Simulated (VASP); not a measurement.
# SnSe (Pnma) in VASP: further runs

Aim: see how the results for SnSe move with the level of theory and the settings. Levels: PBE, revPBE+D3(BJ). Tasks: single point.

Program: VASP 6.6.1. These are calculated values, not measurements. Logs are shortened: lines on timing, memory, paths and dates and some standing lists are left out, and cuts for length are marked.

**Experimental background.**

From “Linear dichroism of the optical properties of SnS and SnSe van der Waals crystals”, 2024, arxiv:2409.17412, for a bulk crystal of SnSe at 300 K: band gap 0.89 eV (indirect).

The results are compared with them further down.

### 1 The cell of the first run

It takes space group Pnma (No. 62, orthorhombic). Conventional cell: a = 11.266 Å, b = 4.133 Å, c = 4.400 Å, α = 90.00°, β = 90.00°, γ = 90.00°. Within 3.6 Å of Sn (site symmetry m) lie 6 Se at 2.66 to 3.46 Å and 2 Sn at 3.55 Å. Se (site symmetry m) has 6 Sn at 2.66 to 3.46 Å within 3.5 Å.

### 2 Single point, PBE

File INCAR:

```
PREC = Accurate
ENCUT = 520
EDIFF = 1E-6
ISMEAR = -1
SIGMA = 0.05
LREAL = False
LASPH = True
NELM = 60
ALGO = Normal
ISIF = 2
LWAVE = False
LCHARG = True
GGA = PE
LELF = True
LVHAR = True
NBANDS = 50
```

File KPOINTS:

```
Automatic mesh
0
Gamma
  3 6 6
```

File POSCAR:

```
SnSe
1.0
   11.2656567555      0.0000000000      0.0000000000
    0.0000000000      4.1333714366      0.0000000000
    0.0000000000      0.0000000000      4.3997223406
Sn Se
4 4
Direct
    0.8770000000      0.7500000000      0.9090000000
    0.6230000000      0.2500000000      0.4090000000
    0.3770000000      0.7500000000      0.5910000000
    0.1230000000      0.2500000000      0.0910000000
    0.6430000000      0.7500000000      0.9840000000
    0.8570000000      0.2500000000      0.4840000000
    0.1430000000      0.7500000000      0.5160000000
    0.3570000000      0.2500000000      0.0160000000
```

Potentials or basis: VASP PAW PBE potentials, release 64 (Sn_d, Se).

Run with:

```console
> cat potpaw_PBE.64/Sn_d/POTCAR potpaw_PBE.64/Se/POTCAR > POTCAR
> mpirun -np 1 vasp_std > vasp.out
```

OUTCAR:

```text
PREC = Accurate
   ENCUT = 520
   EDIFF = 1E-6
   ISMEAR = -1
   LREAL = False
   LASPH = True
   NELM = 60
   ISIF = 2
   GGA = PE

 ion  position               nearest neighbor table
   1  0.877  0.750  0.909-   5 2.66   6 2.80   6 2.80   6 3.27   6 3.27   4 3.55   4 3.55
   2  0.623  0.250  0.409-   6 2.66   5 2.80   5 2.80   5 3.27   5 3.27   3 3.55   3 3.55
   3  0.377  0.750  0.591-   7 2.66   8 2.80   8 2.80   8 3.27   8 3.27   2 3.55   2 3.55
   4  0.123  0.250  0.091-   8 2.66   7 2.80   7 2.80   7 3.27   7 3.27   1 3.55   1 3.55
   5  0.643  0.750  0.984-   1 2.66   2 2.80   2 2.80   2 3.27   2 3.27
   6  0.857  0.250  0.484-   2 2.66   1 2.80   1 2.80   1 3.27   1 3.27
   7  0.143  0.750  0.516-   3 2.66   4 2.80   4 2.80   4 3.27   4 3.27
   8  0.357  0.250  0.016-   4 2.66   3 2.80   3 2.80   3 3.27   3 3.27

  LATTYP: Found a simple orthorhombic cell.
 ALAT       =     4.1333714366
 B/A-ratio  =     1.0644391408
 C/A-ratio  =     2.7255369928

  Lattice vectors:

 A1 = (   0.0000000000,   4.1333714366,   0.0000000000)
 A2 = (   0.0000000000,   0.0000000000,   4.3997223406)
 A3 = (  11.2656567555,   0.0000000000,   0.0000000000)

Analysis of symmetry for initial positions (statically):
=====================================================================
 Subroutine PRICEL returns:
 Original cell was already a primitive cell.

 Routine SETGRP: Setting up the symmetry group for a
 simple orthorhombic supercell.

 Subroutine GETGRP returns: Found  8 space group operations
 (whereof  2 operations were pure point group operations)
 out of a pool of  8 trial point group operations.

The static configuration has the point symmetry S_2 .
 The point group associated with its full space group is D_2h.

Analysis of symmetry for dynamics (positions and initial velocities):
=====================================================================
 Subroutine PRICEL returns:
 Original cell was already a primitive cell.

 Routine SETGRP: Setting up the symmetry group for a
 simple orthorhombic supercell.

 Subroutine GETGRP returns: Found  8 space group operations
 (whereof  2 operations were pure point group operations)
 out of a pool of  8 trial point group operations.

The dynamic configuration has the point symmetry S_2 .
 The point group associated with its full space group is D_2h.

 Subroutine INISYM returns: Found  8 space group operations
 (whereof  2 operations are pure point group operations),
 and found     1 'primitive' translations

----------------------------------------------------------------------------------------

                                     Primitive cell

  volume of cell :     204.8737

  direct lattice vectors                    reciprocal lattice vectors
    11.265656756  0.000000000  0.000000000     0.088765353  0.000000000  0.000000000
     0.000000000  4.133371437  0.000000000     0.000000000  0.241933254  0.000000000
     0.000000000  0.000000000  4.399722341     0.000000000  0.000000000  0.227287070

  length of vectors
    11.265656756  4.133371437  4.399722341     0.088765353  0.241933254  0.227287070

  position of ions in fractional coordinates (direct lattice)
     0.877000000  0.750000000  0.909000000
     0.623000000  0.250000000  0.409000000
     0.377000000  0.750000000  0.591000000
     0.123000000  0.250000000  0.091000000
     0.643000000  0.750000000  0.984000000
     0.857000000  0.250000000  0.484000000
     0.143000000  0.750000000  0.516000000
     0.357000000  0.250000000  0.016000000

  ion indices of the primitive-cell ions
   primitive index   ion index
                 1           1
                 2           2
                 3           3
                 4           4
                 5           5
                 6           6
                 7           7
                 8           8

----------------------------------------------------------------------------------------

 KPOINTS: Automatic mesh

Automatic generation of k-mesh.
 Grid dimensions read from file:
 generate k-points for:    3    6    6

 Generating k-lattice:

  Cartesian coordinates                     Fractional coordinates (reciprocal lattice)
     0.029588451  0.000000000  0.000000000     0.333333333  0.000000000  0.000000000
     0.000000000  0.040322209  0.000000000     0.000000000  0.166666667  0.000000000
     0.000000000  0.000000000  0.037881178     0.000000000  0.000000000  0.166666667

  Length of vectors
     0.029588451  0.040322209  0.037881178

  Shift w.r.t. Gamma in fractional coordinates (k-lattice)
     0.000000000  0.000000000  0.000000000

 Subroutine IBZKPT returns following result:
 ===========================================

 Found     32 irreducible k-points:

 Following reciprocal coordinates:
            Coordinates               Weight
  0.000000  0.000000  0.000000      1.000000
  0.333333  0.000000  0.000000      2.000000
  0.000000  0.166667  0.000000      2.000000
  0.333333  0.166667  0.000000      4.000000
  0.000000  0.333333  0.000000      2.000000
  0.333333  0.333333  0.000000      4.000000
[... 16 lines left out ...]
  0.000000  0.500000  0.333333      2.000000
  0.333333  0.500000  0.333333      4.000000
 [... further k-points ...]
   k-points           NKPTS =     32   k-points in BZ     NKDIM =     32   number of bands    NBANDS=     50
   number of dos      NEDOS =    301   number of ions     NIONS =      8
   total plane-waves  NPLWV =  96768
   dimension x,y,z NGX =    84 NGY =   32 NGZ =   36
   dimension x,y,z NGXF=   168 NGYF=   64 NGZF=   72
   ions per type =               4   4
   NGX,Y,Z   is equivalent  to a cutoff of  12.40, 12.87, 13.60 a.u.
   NGXF,Y,Z  is equivalent  to a cutoff of  24.79, 25.74, 27.21 a.u.
 SYSTEM =  unknown system
   PREC   = accura    normal or accurate (medium, high low for compatibility)
   ISTART =      0    job   : 0-new  1-cont  2-samecut
   ICHARG =      2    charge: 1-file 2-atom 10-const
   ISPIN  =      1    spin polarized calculation?
   LNONCOLLINEAR =      F non collinear calculations
   LSORBIT =      F    spin-orbit coupling
   LASPH  =      T    aspherical Exc in radial PAW
   ENCUT  =  520.0 eV  38.22 Ry    6.18 a.u.  20.95  7.69  8.18*2*pi/ulx,y,z
   NELM   =     60;   NELMIN=  2; NELMDL= -5     # of ELM steps
   EDIFF  = 0.1E-05   stopping-criterion for ELM
   LREAL  =      F    real-space projection
   EDIFFG = 0.1E-04   stopping-criterion for IOM
   NSW    =      0    number of steps for IOM
   IBRION =     -1    ionic relax: 0-MD 1-quasi-New 2-CG
   NFREE  =      0    steps in history (QN), initial steepest desc. (CG)
   ISIF   =      2    stress and relaxation
   ISYM   =      2    0-nonsym 1-usesym 2-fastsym
   POTIM  = 0.5000    time-step for ionic-motion
   TEBEG  =    0.0;   TEEND  =   0.0 temperature during run
   PSTRESS=    0.0 pullay stress
   NELECT =      80.0000    total number of electrons
   NUPDOWN=      -1.0000    fix difference up-down
   EMIN   =  10.00;   EMAX   =-10.00  energy-range for DOS
   EFERMI =   0.00;   METHOD = LEGACY
   ISMEAR =    -1;   SIGMA  =   0.05  broadening in eV -4-tet -1-fermi 0-gaus
   EFERMI_NEDOS =   21; number of points for ismear=-14 and -15
   IALGO  =     38    algorithm
   IMIX   =      4    mixing-type and parameters
     AMIX     =   0.40;   BMIX     =  1.00
     AMIX_MAG =   1.60;   BMIX_MAG =  1.00
  volume/ion in A,a.u.               =      25.61       172.82
  Fermi-wavevector in a.u.,A,eV,Ry     =   1.196583  2.261214 19.480963  1.431810
  Thomas-Fermi vector in A             =   2.332519
   LORBIT       =      0    0 simple, 1 ext, 2 COOP (PROOUT), +10 PAW based schemes
   GGA     = PE    functional components
   LHFCALC =     F    Hartree Fock is set to
   AEXX    =    0.0000 exact exchange contribution
   IVDW    =     0    specifies the selected vdW correction
   LEPSILON=     F    determine dielectric tensor
   LRPA    =     F    only Hartree local field effects (RPA)
 non-spin polarized calculation
  energy-cutoff  :      520.00
  volume of cell :      204.87
 maximum number of plane-waves:      5539
 NGX is ok and might be reduce to    84
   NGX = 41   NGY = 15   NGZ = 17

 number of electron      79.9999990 magnetization

 Free energy of the ion-electron system (eV)
  ---------------------------------------------------
  ext. energy  EPLUGINS =         0.00000000
  ---------------------------------------------------
  free energy    TOTEN  =       -32.57513056 eV

  energy without entropy =      -32.57500092  energy(sigma->0) =      -32.57506574

 E-fermi :   6.2631     XC(G=0):  -9.8938

 val. band max:        5.9992431922   @ k =   0.0000   0.0000   0.3333
 cond. band min:       6.5263078703   @ k =   0.0000   0.3333   0.0000
 fundamental gap:      0.5270646780
 Fermi energy:         6.2630884103

 k-point     1 :       0.0000    0.0000    0.0000
  band No.  band energies     occupation
      1     -15.4370      2.00000
      2     -15.4206      2.00000
      3     -15.4177      2.00000
      4     -15.4173      2.00000
      5     -15.4131      2.00000
      6     -15.4110      2.00000
[... 42 lines left out ...]
     49      10.6460      0.00000
     50      10.7415      0.00000

 k-point     2 :       0.3333    0.0000    0.0000
  band No.  band energies     occupation
      1     -15.4338      2.00000
      2     -15.4259      2.00000
      3     -15.4172      2.00000
      4     -15.4165      2.00000
      5     -15.4146      2.00000
      6     -15.4143      2.00000
[... 42 lines left out ...]
     49      10.9068      0.00000
     50      10.9906      0.00000

 k-point     3 :       0.0000    0.1667    0.0000
  band No.  band energies     occupation
      1     -15.4302      2.00000
      2     -15.4201      2.00000
      3     -15.4198      2.00000
      4     -15.4155      2.00000
      5     -15.4146      2.00000
      6     -15.4123      2.00000
[... 42 lines left out ...]
     49      10.5075      0.00000
     50      10.9750      0.00000

 k-point     4 :       0.3333    0.1667    0.0000
  band No.  band energies     occupation
      1     -15.4280      2.00000
      2     -15.4232      2.00000
      3     -15.4191      2.00000
      4     -15.4169      2.00000
      5     -15.4135      2.00000
      6     -15.4115      2.00000
[... 999 lines left out ...]
 k-point    23 :       0.0000    0.5000    0.3333
  band No.  band energies     occupation
      1     -15.4420      2.00000
      2     -15.4420      2.00000
      3     -15.4346      2.00000
      4     -15.4346      2.00000
      5     -15.4010      2.00000
      6     -15.4010      2.00000
[... 42 lines left out ...]
     49      10.8222      0.00000
     50      10.8222      0.00000

 k-point    24 :       0.3333    0.5000    0.3333
  band No.  band energies     occupation
      1     -15.4402      2.00000
      2     -15.4402      2.00000
      3     -15.4365      2.00000
      4     -15.4365      2.00000
      5     -15.4002      2.00000
      6     -15.4002      2.00000
[... 42 lines left out ...]
     49      11.4892      0.00000
     50      11.5393      0.00000

 [... further k-points ...]

------------------------ aborting loop because EDIFF is reached ----------------------------------------

  FORCE on cell =-STRESS in cart. coord.  units (eV):
  Direction    XX          YY          ZZ          XY          YZ          ZX
  --------------------------------------------------------------------------------------
  -------------------------------------------------------------------------------------
  Total        9.1905715      5.1584346      4.8167113      0.0000000     -0.0000000      0.0000000
  in kB       71.8731833     40.3405942     37.6682098      0.0000000     -0.0000000      0.0000000
  external PRESSURE =      49.9606624 kB  Pullay stress =       0.0000000 kB

 VOLUME and BASIS-vectors are now :
 -----------------------------------------------------------------------------
  energy-cutoff  :      520.00
  volume of cell :      204.87
      direct lattice vectors                 reciprocal lattice vectors
    11.265656756  0.000000000  0.000000000     0.088765353  0.000000000  0.000000000
     0.000000000  4.133371437  0.000000000     0.000000000  0.241933254  0.000000000
     0.000000000  0.000000000  4.399722341     0.000000000  0.000000000  0.227287070

 POSITION                                       TOTAL-FORCE (eV/Angst)
 -----------------------------------------------------------------------------------
      9.87998      3.10003      3.99935         0.574529      0.000000      0.109033
      7.01850      1.03334      1.79949        -0.574529     -0.000000      0.109033
      4.24715      3.10003      2.60024         0.574529     -0.000000     -0.109033
      1.38568      1.03334      0.40037        -0.574529      0.000000     -0.109033
      7.24382      3.10003      4.32933        -0.452400     -0.000000     -0.080352
      9.65467      1.03334      2.12947         0.452400     -0.000000     -0.080352
      1.61099      3.10003      2.27026        -0.452400     -0.000000      0.080352
      4.02184      1.03334      0.07040         0.452400      0.000000      0.080352
 -----------------------------------------------------------------------------------
    total drift:                                0.000000      0.000000      0.000000

  FREE ENERGIE OF THE ION-ELECTRON SYSTEM (eV)
  ---------------------------------------------------
  free  energy   TOTEN  =       -32.5751305640 eV

  energy  without entropy=      -32.5750009185  energy(sigma->0) =      -32.57506574
```

It took 2.5 min on 1 thread of Intel Xeon 6975P-C (Granite Rapids), shared host; peak memory 0.45 GiB.

What came out:

```yaml
Free_energy: -32.5751 eV
Pressure: 5.0 GPa
Largest_force: 0.585 eV/Å
Band_gap_on_the_k_mesh: 0.53 eV (least direct gap 0.70 eV)
```

Forces on the atoms (eV/Å):
```
Sn   0.575  0.000  0.109
Sn  -0.575  0.000  0.109
Sn   0.575  0.000 -0.109
Sn  -0.575  0.000 -0.109
Se  -0.452  0.000 -0.080
Se   0.452  0.000 -0.080
Se  -0.452  0.000  0.080
Se   0.452  0.000  0.080
```

Stress tensor (GPa, compression positive):
```
7.19 0.00 0.00
0.00 4.03 0.00
0.00 0.00 3.77
```

Levels at points of the mesh, in eV from the valence-band top:
| k point | band 38 | band 39 | band 40 | band 41 | band 42 | band 43 |
| --- | --- | --- | --- | --- | --- | --- |
| (0.00, 0.00, 0.00) | -1.25 | -0.86 | -0.62 | 0.70 | 2.92 | 2.92 |
| (0.00, 0.50, 0.00) | -1.10 | -0.80 | -0.80 | 0.81 | 0.81 | 1.47 |
| (0.00, 0.00, 0.50) | -0.86 | -0.33 | -0.33 | 1.23 | 1.23 | 1.51 |
| (0.00, 0.50, 0.50) | -2.41 | -1.64 | -1.64 | 2.87 | 2.87 | 3.13 |

Caveat: the cell stands under pressure; semilocal functionals underestimate gaps, and a narrow one can read as zero; spin-orbit coupling is left out, which moves the levels of the heavy elements.

### 3 Single point, revPBE+D3(BJ)

File INCAR:

```
  PREC = Accurate
  ENCUT = 520
  EDIFF = 1E-6
  ISMEAR = -1
  SIGMA = 0.05
  LREAL = False
  LASPH = True
  NELM = 80
  ALGO = Normal
  ISIF = 2
  LWAVE = False
  LCHARG = False
  GGA = RE
  IVDW = 12
  NBANDS = 50
```

KPOINTS is that of step 2.

File POSCAR:

```
SnSe
1.0
   11.3976283766      0.0000000000      0.0000000000
    0.0000000000      4.1509283968      0.0000000000
    0.0000000000      0.0000000000      4.3353926981
Sn Se
4 4
Direct
    0.8833310514      0.7500000000      0.9137111434
    0.6166689486      0.2500000000      0.4137111434
    0.3833310514      0.7500000000      0.5862888566
    0.1166689486      0.2500000000      0.0862888566
    0.6425973674      0.7500000000      0.9797261329
    0.8574026326      0.2500000000      0.4797261329
    0.1425973674      0.7500000000      0.5202738671
    0.3574026326      0.2500000000      0.0202738671
```

Potentials or basis: VASP PAW PBE potentials, release 64 (Sn_d, Se).

Run with:

```console
> cat potpaw_PBE.64/Sn_d/POTCAR potpaw_PBE.64/Se/POTCAR > POTCAR
> mpirun -np 1 vasp_std > vasp.out
```

It took 5.8 min on 1 thread of Oxide Virtual Turin-like, shared host; peak memory 0.4 GiB.

It converged, with:

- Free energy: -35.9017 eV
- Pressure: 0.0 GPa
- Largest force: 0.019 eV/Å
- Band gap on the k mesh: 0.46 eV (least direct gap 0.56 eV)
- Dispersion energy per atom: -0.718 eV

Forces on the atoms (eV/Å):
```
Sn   0.014  0.000  0.013
Sn  -0.014  0.000  0.013
Sn   0.014  0.000 -0.013
Sn  -0.014  0.000 -0.013
Se  -0.004  0.000 -0.013
Se   0.004  0.000 -0.013
Se  -0.004  0.000  0.013
Se   0.004  0.000  0.013
```

Levels at points of the mesh, in eV from the valence-band top:
| k point | band 37 | band 38 | band 39 | band 40 | band 41 | band 42 | band 43 | band 44 |
| --- | --- | --- | --- | --- | --- | --- | --- | --- |
| (0.00, 0.00, 0.00) | -1.71 | -1.37 | -0.77 | -0.62 | 0.46 | 3.03 | 3.15 | 3.20 |
| (0.00, 0.50, 0.00) | -1.06 | -1.06 | -0.65 | -0.65 | 0.89 | 0.89 | 1.45 | 1.45 |
| (0.00, 0.00, 0.50) | -0.82 | -0.82 | -0.27 | -0.27 | 1.22 | 1.22 | 1.31 | 1.31 |
| (0.00, 0.50, 0.50) | -2.43 | -2.43 | -1.64 | -1.64 | 2.60 | 2.60 | 2.97 | 2.97 |

Caveat: semilocal functionals underestimate gaps, and a narrow one can read as zero; the PAW data sets were made with another functional, which shifts forces and pressure a little; spin-orbit coupling is left out, which moves the levels of the heavy elements.

### 4 Comparison with measurements

Step 3. A measured gap of SnSe is 0.89 eV (indirect; 300 K; “Linear dichroism of the optical properties of SnS and SnSe van der Waals crystals”, 2024, arxiv:2409.17412); the calculated 0.46 eV misses it by -0.43 eV. 2 values of this kind are on record (0.89 to 0.99 eV); this one was drawn at random. Spin-orbit coupling on Se, Sn is left out. The value is that of revPBE+D3(BJ) on a finite k mesh, which can miss the band edges, without temperature or zero-point motion. Semilocal functionals fall short of measured gaps as a rule.
